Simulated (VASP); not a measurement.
Wanted: the native input for a VASP 6.6.1 run.

```
Task                   : relaxation of cell and atoms
Functional             : PBEsol
Potentials or basis    : VASP PAW PBE potentials, release 64 (Te, Pt, Se)
Cutoff                 : 600 eV
k mesh                 : 4 × 4 × 4
Occupations            : fermi-dirac, width 0.03 eV
Spin                   : no spin polarisation
Dipole correction      : no
Further INCAR settings : ALGO = Normal; EDIFF = 1e-06; IBRION = 2; EDIFFG = -0.01; NSW = 100; ISIF = 3
```

The structure of TePtSe3 lies in POSCAR:

```
TePtSe3
1.0
    5.1708856400      0.0000000000      0.0000000000
    0.0000000000      5.1708856400      0.0000000000
    0.0000000000      0.0000000000      5.1708856400
Te Pt Se
1 1 3
Direct
    0.0000000000      0.0000000000      0.0000000000
    0.5000000000      0.5000000000      0.5000000000
    0.0000000000      0.5000000000      0.5000000000
    0.5000000000      0.0000000000      0.5000000000
    0.5000000000      0.5000000000      0.0000000000
```

The input as run:

INCAR

```
SYSTEM = TePtSe3
PREC = Accurate
ENCUT = 600
EDIFF = 1E-6
ISMEAR = -1
SIGMA = 0.03
LREAL = .False.
LASPH = .True.
NELM = 100
ALGO = Normal
ISIF = 3
LWAVE = .False.
LCHARG = .False.
GGA = PS
IBRION = 2
NSW = 100
EDIFFG = -0.01
```

KPOINTS

```
regular mesh
0
Gamma
  4 4 4
  0 0 0
```

Potentials or basis: VASP PAW PBE potentials, release 64 (Te, Pt, Se).

Command:

```sh
$ cat potpaw_PBE.64/Te/POTCAR potpaw_PBE.64/Pt/POTCAR potpaw_PBE.64/Se/POTCAR > POTCAR
$ mpirun -np 1 vasp_std > vasp.out
```

It gave:

```yaml
Relaxed_volume: 23.24 Å³/atom
Relaxed_cell: a = 4.880 Å, b = 4.880 Å, c = 4.880 Å, α = 90.00°, β = 90.00°, γ = 90.00°
Space_group_after_relaxing_to_0.05_Å: Pm-3m (No. 221)
Energy_gained_by_relaxing: 163.4 meV/atom
Ionic_steps: 6
Pressure_after_relaxing: 0.0 GPa
Band_gap_on_the_k_mesh: zero (band 17 reaches 7.37 eV, above the bottom of band 18 at 4.16 eV)
```

Caveat: the volume moved by over 15 % at a fixed basis, so the end points are rough; the PAW data sets were made with another functional, which shifts forces and pressure a little; spin-orbit coupling is left out, which moves the levels of the heavy elements.

Wall time 96 s on 1 thread of AMD EPYC 9R45 96-Core Processor (Zen 5), on a shared host, peak memory 0.27 GiB.
